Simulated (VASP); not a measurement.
Write the native input for VASP 6.6.1 that does the following.

```
Task                   : relaxation of cell and atoms
Functional             : PBE
Potentials or basis    : VASP PAW PBE potentials, release 64 (In_d, Ga_d, As)
Cutoff                 : 600 eV
k mesh                 : 6 × 6 × 6
Occupations            : gaussian, width 0.1 eV
Spin                   : no spin polarisation
Dipole correction      : no
Further INCAR settings : ALGO = Normal; EDIFF = 1e-06; IBRION = 2; EDIFFG = -0.01; NSW = 100; ISIF = 3
```

The structure of In3GaAs4 lies in POSCAR:

```
In3GaAs4
1.0
    6.0691866964      0.0000000000      0.0000000000
    0.0000000000      6.0691866964      0.0000000000
    0.0000000000      0.0000000000      6.0691866964
In Ga As
3 1 4
Direct
    0.5000000000      0.0000000000      0.0000000000
    0.0000000000      0.0000000000      0.5000000000
    0.0000000000      0.5000000000      0.0000000000
    0.5000000000      0.5000000000      0.5000000000
    0.2599342644      0.7400657356      0.2599342644
    0.2599342644      0.2599342644      0.7400657356
    0.7400657356      0.7400657356      0.7400657356
    0.7400657356      0.2599342644      0.2599342644
```

The input as run:

INCAR

```
SYSTEM = In3GaAs4
  PREC = Accurate
  ENCUT = 600
  EDIFF = 1E-6
  ISMEAR = 0
  SIGMA = 0.1
  LREAL = .FALSE.
  LASPH = .TRUE.
  NELM = 80
  ALGO = Normal
  ISIF = 3
  LWAVE = .FALSE.
  LCHARG = .FALSE.
  GGA = PE
  IBRION = 2
  NSW = 100
  EDIFFG = -0.01
```

KPOINTS

```
Automatic mesh
0
G
  6 6 6
  0 0 0
```

Potentials or basis: VASP PAW PBE potentials, release 64 (In_d, Ga_d, As).

The run is started by

```sh
$ cat potpaw_PBE.64/In_d/POTCAR potpaw_PBE.64/Ga_d/POTCAR potpaw_PBE.64/As/POTCAR > POTCAR
$ mpirun -np 1 vasp_std > vasp.out
```

Results of the run:

```yaml
Relaxed_volume: 28.10 Å³/atom
Relaxed_cell: a = 6.080 Å, b = 6.080 Å, c = 6.080 Å, α = 90.00°, β = 90.00°, γ = 90.00°
Space_group_after_relaxing_to_0.1_Å: P-43m (No. 215)
Energy_gained_by_relaxing: 0.1 meV/atom
Ionic_steps: 3
Pressure_after_relaxing: 0.0 GPa
Largest_force_after_relaxing: 0.004 eV/Å
Band_gap_on_the_k_mesh: zero (filled and empty bands touch)
```

Caveat: semilocal functionals underestimate gaps, and a narrow one can read as zero; spin-orbit coupling is left out, which moves the levels of the heavy elements.

Wall time 5.5 min on 1 thread of Intel(R) Xeon(R) Platinum 8488C (Sapphire Rapids) (shared host), peak memory 0.48 GiB.
